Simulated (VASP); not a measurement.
# Si4Se3 in VASP: further runs

Si4Se3 is run at these levels: PBE; tasks: single point.

Everything below comes from runs of VASP 6.6.1. Logs are shortened: lines on timing, memory, paths and dates and some standing lists are left out, and cuts for length are marked.

## 1. The cell of the first run

The typed cell holds 7 atoms: a = 6.335 Å, b = 6.335 Å, c = 6.335 Å, α = 132.01°, β = 132.02°, γ = 70.21°.

The cell was built from a structure type or drawn by symmetry, and may not be a known phase.

## 2. Single point, PBE

Contents of INCAR:

```
SYSTEM = Si4Se3
PREC = Accurate ; ENCUT = 500
EDIFF = 1E-6 ; ISMEAR = 0
SIGMA = 0.2 ; LREAL = .FALSE.
LASPH = .TRUE. ; NELM = 120
ALGO = Normal ; ISIF = 2
LWAVE = .FALSE. ; LCHARG = .FALSE.
GGA = PE ; NBANDS = 26
GGA_COMPAT = .FALSE.
```

Contents of KPOINTS:

```
regular mesh
0
G
  4 4 4
  0 0 0
```

Contents of POSCAR:

```
Si4Se3
1.0
   -2.5761908725      2.5755330715      5.1825110067
    2.5761908725     -2.5755330715      5.1825110067
    2.5761908725      2.5755330715     -5.1825110067
Si Se
4 3
Direct
    0.0000000000      0.0000000000      0.5000000000
    0.0000000000      0.5000000000      0.0000000000
    0.5000000000      0.0000000000      0.0000000000
    0.5000000000      0.5000000000      0.5000000000
    0.0000000000      0.5000000000      0.5000000000
    0.5000000000      0.5000000000      0.0000000000
    0.5000000000      0.0000000000      0.5000000000
```

Potentials or basis: VASP PAW PBE potentials, release 64 (Si, Se).

Launch:

```bash
$ cat potpaw_PBE.64/Si/POTCAR potpaw_PBE.64/Se/POTCAR > POTCAR
$ mpirun -np 1 vasp_std > vasp.out
```

OUTCAR:

```text
SYSTEM = Si4Se3
   PREC = Accurate
   ENCUT = 500
   EDIFF = 1E-6
   ISMEAR = 0
   LREAL = .FALSE.
   LASPH = .TRUE.
   NELM = 120
   ISIF = 2
   GGA = PE

 ion  position               nearest neighbor table
   1  0.000  0.000  0.500-   3 2.58   3 2.58   2 2.58   2 2.58
   2  0.000  0.500  0.000-   4 2.58   4 2.58   1 2.58   1 2.58
   3  0.500  0.000  0.000-   1 2.58   1 2.58   4 2.58   4 2.58
   4  0.500  0.500  0.500-   2 2.58   2 2.58   3 2.58   3 2.58
   5  0.000  0.500  0.500-   6 2.58   6 2.58
   6  0.500  0.500  0.000-   5 2.58   5 2.58   7 2.58   7 2.58
   7  0.500  0.000  0.500-   6 2.58   6 2.58

  LATTYP: Found a body centered orthorhombic cell.
 ALAT       =     5.1510661430
 B/A-ratio  =     1.0002554038
 C/A-ratio  =     2.0122090701

  Lattice vectors:

 A1 = (   2.5761908725,  -2.5755330715,  -5.1825110067)
 A2 = (  -2.5761908725,   2.5755330715,  -5.1825110067)
 A3 = (   2.5761908725,   2.5755330715,   5.1825110067)

Analysis of symmetry for initial positions (statically):
=====================================================================
 Subroutine PRICEL returns:
 Original cell was already a primitive cell.

 Routine SETGRP: Setting up the symmetry group for a
 body centered orthorhombic supercell.

 Subroutine GETGRP returns: Found  8 space group operations
 (whereof  8 operations were pure point group operations)
 out of a pool of  8 trial point group operations.

The static configuration has the point symmetry D_2h.

Analysis of symmetry for dynamics (positions and initial velocities):
=====================================================================
 Subroutine PRICEL returns:
 Original cell was already a primitive cell.

 Routine SETGRP: Setting up the symmetry group for a
 body centered orthorhombic supercell.

 Subroutine GETGRP returns: Found  8 space group operations
 (whereof  8 operations were pure point group operations)
 out of a pool of  8 trial point group operations.

The dynamic configuration has the point symmetry D_2h.

 Subroutine INISYM returns: Found  8 space group operations
 (whereof  8 operations are pure point group operations),
 and found     1 'primitive' translations

----------------------------------------------------------------------------------------

                                     Primitive cell

  volume of cell :     137.5452

  direct lattice vectors                    reciprocal lattice vectors
    -2.576190872  2.575533072  5.182511007     0.000000000  0.194134568  0.096478329
     2.576190872 -2.575533072  5.182511007     0.194084998  0.000000000  0.096478329
     2.576190872  2.575533072 -5.182511007     0.194084998  0.194134568  0.000000000

  length of vectors
     6.334709966  6.334709966  6.334709966     0.216786297  0.216741907  0.274512690

  position of ions in fractional coordinates (direct lattice)
     0.000000000  0.000000000  0.500000000
     1.000000000  0.500000000  1.000000000
     0.500000000  0.000000000  0.000000000
     0.500000000  0.500000000  0.500000000
     0.000000000  0.500000000  0.500000000
     0.500000000  0.500000000  0.000000000
     0.500000000  0.000000000  0.500000000

  ion indices of the primitive-cell ions
   primitive index   ion index
                 1           1
                 2           2
                 3           3
                 4           4
                 5           5
                 6           6
                 7           7

----------------------------------------------------------------------------------------

 KPOINTS: regular mesh

Automatic generation of k-mesh.
 Grid dimensions read from file:
 generate k-points for:    4    4    4

 Generating k-lattice:

  Cartesian coordinates                     Fractional coordinates (reciprocal lattice)
     0.000000000  0.048533642  0.024119582     0.250000000 -0.000000000  0.000000000
     0.048521249  0.000000000  0.024119582     0.000000000  0.250000000  0.000000000
     0.048521249  0.048533642  0.000000000     0.000000000 -0.000000000  0.250000000

  Length of vectors
     0.054196574  0.054185477  0.068628172

  Shift w.r.t. Gamma in fractional coordinates (k-lattice)
     0.000000000  0.000000000  0.000000000

 Subroutine IBZKPT returns following result:
 ===========================================

 Found     18 irreducible k-points:

 Following reciprocal coordinates:
            Coordinates               Weight
  0.000000  0.000000  0.000000      1.000000
  0.250000  0.000000  0.000000      4.000000
  0.500000  0.000000  0.000000      2.000000
  0.000000  0.250000  0.000000      4.000000
  0.250000  0.250000  0.000000      8.000000
  0.500000  0.250000  0.000000      8.000000
[... 10 lines left out ...]
 -0.250000 -0.250000  0.250000      2.000000
  0.500000  0.500000  0.500000      1.000000
   k-points           NKPTS =     18   k-points in BZ     NKDIM =     18   number of bands    NBANDS=     26
   number of dos      NEDOS =    301   number of ions     NIONS =      7
   total plane-waves  NPLWV = 110592
   dimension x,y,z NGX =    48 NGY =   48 NGZ =   48
   dimension x,y,z NGXF=    96 NGYF=   96 NGZF=   96
   ions per type =               4   3
   NGX,Y,Z   is equivalent  to a cutoff of  12.60, 12.60, 12.60 a.u.
   NGXF,Y,Z  is equivalent  to a cutoff of  25.19, 25.19, 25.19 a.u.
 SYSTEM =  Si4Se3
   PREC   = accura    normal or accurate (medium, high low for compatibility)
   ISTART =      0    job   : 0-new  1-cont  2-samecut
   ICHARG =      2    charge: 1-file 2-atom 10-const
   ISPIN  =      1    spin polarized calculation?
   LNONCOLLINEAR =      F non collinear calculations
   LSORBIT =      F    spin-orbit coupling
   LASPH  =      T    aspherical Exc in radial PAW
   ENCUT  =  500.0 eV  36.75 Ry    6.06 a.u.  11.55 11.55 11.55*2*pi/ulx,y,z
   NELM   =    120;   NELMIN=  2; NELMDL= -5     # of ELM steps
   EDIFF  = 0.1E-05   stopping-criterion for ELM
   LREAL  =      F    real-space projection
   EDIFFG = 0.1E-04   stopping-criterion for IOM
   NSW    =      0    number of steps for IOM
   IBRION =     -1    ionic relax: 0-MD 1-quasi-New 2-CG
   NFREE  =      0    steps in history (QN), initial steepest desc. (CG)
   ISIF   =      2    stress and relaxation
   ISYM   =      2    0-nonsym 1-usesym 2-fastsym
   POTIM  = 0.5000    time-step for ionic-motion
   TEBEG  =    0.0;   TEEND  =   0.0 temperature during run
   PSTRESS=    0.0 pullay stress
   NELECT =      34.0000    total number of electrons
   NUPDOWN=      -1.0000    fix difference up-down
   EMIN   =  10.00;   EMAX   =-10.00  energy-range for DOS
   EFERMI =   0.00;   METHOD = LEGACY
   ISMEAR =     0;   SIGMA  =   0.20  broadening in eV -4-tet -1-fermi 0-gaus
   EFERMI_NEDOS =   21; number of points for ismear=-14 and -15
   IALGO  =     38    algorithm
   IMIX   =      4    mixing-type and parameters
     AMIX     =   0.40;   BMIX     =  1.00
     AMIX_MAG =   1.60;   BMIX_MAG =  1.00
  volume/ion in A,a.u.               =      19.65       132.60
  Fermi-wavevector in a.u.,A,eV,Ry     =   1.027431  1.941563 14.362507  1.055614
  Thomas-Fermi vector in A             =   2.161376
   LORBIT       =      0    0 simple, 1 ext, 2 COOP (PROOUT), +10 PAW based schemes
   GGA     = PE    functional components
   LHFCALC =     F    Hartree Fock is set to
   AEXX    =    0.0000 exact exchange contribution
   IVDW    =     0    specifies the selected vdW correction
   LEPSILON=     F    determine dielectric tensor
   LRPA    =     F    only Hartree local field effects (RPA)
 non-spin polarized calculation
 Gauss-broadening in eV      SIGMA  =   0.20
  energy-cutoff  :      500.00
  volume of cell :      137.55
 maximum number of plane-waves:      3519
 NGX is ok and might be reduce to    48
   NGX = 23   NGY = 23   NGZ = 23

 number of electron      33.9999999 magnetization

 Free energy of the ion-electron system (eV)
  ---------------------------------------------------
  ext. energy  EPLUGINS =         0.00000000
  ---------------------------------------------------
  free energy    TOTEN  =       -28.63751822 eV

  energy without entropy =      -28.59377277  energy(sigma->0) =      -28.61564550

 E-fermi :   6.3067     XC(G=0): -10.1147

 val. band max:        6.2787006674   @ k =   0.2500   0.2500   0.2500
 cond. band min:       6.3090796947   @ k =  -0.2500   0.2500   0.0000
 fundamental gap:      0.0303790273
 Fermi energy:         6.3067393815

 k-point     1 :       0.0000    0.0000    0.0000
  band No.  band energies     occupation
      1      -9.6678      2.00000
      2      -6.3791      2.00000
      3      -4.8010      2.00000
      4      -3.9058      2.00000
      5      -0.8116      2.00000
      6      -0.8104      2.00000
[... 18 lines left out ...]
     25      11.1048      0.00000
     26      11.1116      0.00000

 k-point     2 :       0.2500    0.0000    0.0000
  band No.  band energies     occupation
      1      -9.4175      2.00000
      2      -6.7468      2.00000
      3      -5.1504      2.00000
      4      -4.0253      2.00000
      5      -2.3264      2.00000
      6      -0.9689      2.00000
[... 18 lines left out ...]
     25      11.0559      0.00000
     26      11.0666      0.00000

 k-point     3 :       0.5000    0.0000    0.0000
  band No.  band energies     occupation
      1      -9.0486      2.00000
      2      -7.3297      2.00000
      3      -5.3078      2.00000
      4      -3.7136      2.00000
      5      -3.4625      2.00000
      6      -0.9419      2.00000
[... 398 lines left out ...]
 k-point    17 :      -0.2500   -0.2500    0.2500
  band No.  band energies     occupation
      1      -9.5807      2.00000
      2      -6.4250      2.00000
      3      -5.0440      2.00000
      4      -4.3530      2.00000
      5      -1.4703      2.00000
      6      -1.4688      2.00000
[... 18 lines left out ...]
     25      11.1185      0.00000
     26      11.4810      0.00000

 k-point    18 :       0.5000    0.5000    0.5000
  band No.  band energies     occupation
      1      -9.4846      2.00000
      2      -6.4690      2.00000
      3      -5.4001      2.00000
      4      -4.5209      2.00000
      5      -1.7492      2.00000
      6      -1.7476      2.00000
[... 18 lines left out ...]
     25      11.1613      0.00000
     26      11.9533      0.00000

------------------------ aborting loop because EDIFF is reached ----------------------------------------

  FORCE on cell =-STRESS in cart. coord.  units (eV):
  Direction    XX          YY          ZZ          XY          YZ          ZX
  --------------------------------------------------------------------------------------
  -------------------------------------------------------------------------------------
  Total        0.2505503      0.3103007      0.2512178      0.0000000      0.0000000      0.0000000
  in kB        2.9185025      3.6144975      2.9262780      0.0000000      0.0000000      0.0000000
  external PRESSURE =       3.1530927 kB  Pullay stress =       0.0000000 kB

 VOLUME and BASIS-vectors are now :
 -----------------------------------------------------------------------------
  energy-cutoff  :      500.00
  volume of cell :      137.55
      direct lattice vectors                 reciprocal lattice vectors
    -2.576190872  2.575533072  5.182511007     0.000000000  0.194134568  0.096478329
     2.576190872 -2.575533072  5.182511007     0.194084998  0.000000000  0.096478329
     2.576190872  2.575533072 -5.182511007     0.194084998  0.194134568  0.000000000

 POSITION                                       TOTAL-FORCE (eV/Angst)
 -----------------------------------------------------------------------------------
      1.28810      1.28777     -2.59126        -0.000000     -0.000000      0.000000
      1.28810     -1.28777      2.59126        -0.000000     -0.000000      0.000000
     -1.28810      1.28777      2.59126         0.000000     -0.000000     -0.000000
      1.28810      1.28777      2.59126         0.000000      0.000000     -0.000000
      2.57619      0.00000      0.00000         0.000000     -0.000000      0.000000
      0.00000      0.00000      5.18251        -0.000000      0.000000      0.000000
      0.00000      2.57553      0.00000        -0.000000     -0.000000      0.000000
 -----------------------------------------------------------------------------------
    total drift:                                0.000000     -0.000000      0.000000

  FREE ENERGIE OF THE ION-ELECTRON SYSTEM (eV)
  ---------------------------------------------------
  free  energy   TOTEN  =       -28.6375182249 eV

  energy  without entropy=      -28.5937727654  energy(sigma->0) =      -28.61564550
```

It took 98 s on 1 thread of Intel Xeon 8259CL, shared host; peak memory 0.33 GiB.

What came out:

```
Free energy            : -28.6375 eV
Pressure               : 0.3 GPa
Band gap on the k mesh : zero (bands 17 and 18 overlap by 1.86 eV)
```

## 3. Single point, PBE

This run uses another cell than the first one, of 27.40 Å³/atom.

Contents of INCAR:

```
PREC = Accurate
ENCUT = 500
EDIFF = 1E-6
ISMEAR = 0
SIGMA = 0.2
LREAL = F
LASPH = T
NELM = 120
ALGO = Normal
ISIF = 2
LWAVE = F
LCHARG = T
GGA = PE
LELF = T
LVHAR = T
NBANDS = 26
GGA_COMPAT = F
```

Contents of KPOINTS:

```
regular mesh
0
Gamma
  4 4 4
```

Contents of POSCAR:

```
Si4Se3
1.0
   -2.6185108152      2.6185108152      6.9935062673
    2.6185108152     -2.6185108152      6.9935062673
    2.6185108152      2.6185108152     -6.9935062673
Si Se
4 3
Direct
    0.5839548151      0.0839548151      0.5000000000
    0.0839548151      0.5839548151      0.5000000000
    0.4160451849      0.9160451849      0.5000000000
    0.9160451849      0.4160451849      0.5000000000
    0.7500000000      0.2500000000      0.5000000000
    0.2500000000      0.7500000000      0.5000000000
    0.0000000000      0.0000000000      0.0000000000
```

Potentials or basis: VASP PAW PBE potentials, release 64 (Si, Se).

Launch:

```bash
$ cat potpaw_PBE.64/Si/POTCAR potpaw_PBE.64/Se/POTCAR > POTCAR
$ mpirun -np 1 vasp_std > vasp.out
```

Wall time 3.4 min (1 thread of Intel Xeon 8259CL, shared host); peak memory 0.49 GiB.

Results (log left out):

```yaml
Free_energy: -26.9561 eV
Pressure: 0.0 GPa
Largest_force: 0.062 eV/Å
Band_gap_on_the_k_mesh: zero (bands 17 and 18 overlap by 1.01 eV)
```

Forces on the atoms (eV/Å):
```
Si   0.000  0.000  0.062
Si   0.000  0.000  0.062
Si   0.000  0.000 -0.062
Si   0.000  0.000 -0.062
Se   0.000  0.000  0.000
Se   0.000  0.000  0.000
Se   0.000  0.000  0.000
```

Stress tensor (GPa, compression positive):
```
 0.05  0.00  0.00
 0.00  0.05  0.00
 0.00  0.00 -0.06
```

Levels at points of the mesh, in eV from the Fermi level:
| k point | band 14 | band 15 | band 16 | band 17 | band 18 | band 19 | band 20 | band 21 |
| --- | --- | --- | --- | --- | --- | --- | --- | --- |
| (0.00, 0.00, 0.00) | -1.06 | -1.06 | -0.11 | 0.53 | 0.53 | 0.85 | 1.40 | 1.40 |
| (0.50, 0.00, 0.00) | -1.87 | -1.28 | -0.84 | -0.69 | 0.14 | 0.20 | 1.42 | 1.83 |
| (0.50, 0.50, 0.00) | -0.71 | -0.52 | -0.49 | -0.14 | 0.32 | 0.34 | 0.64 | 0.74 |
| (0.50, 0.50, 0.50) | -0.86 | -0.86 | -0.20 | -0.20 | 0.30 | 0.30 | 0.81 | 1.08 |
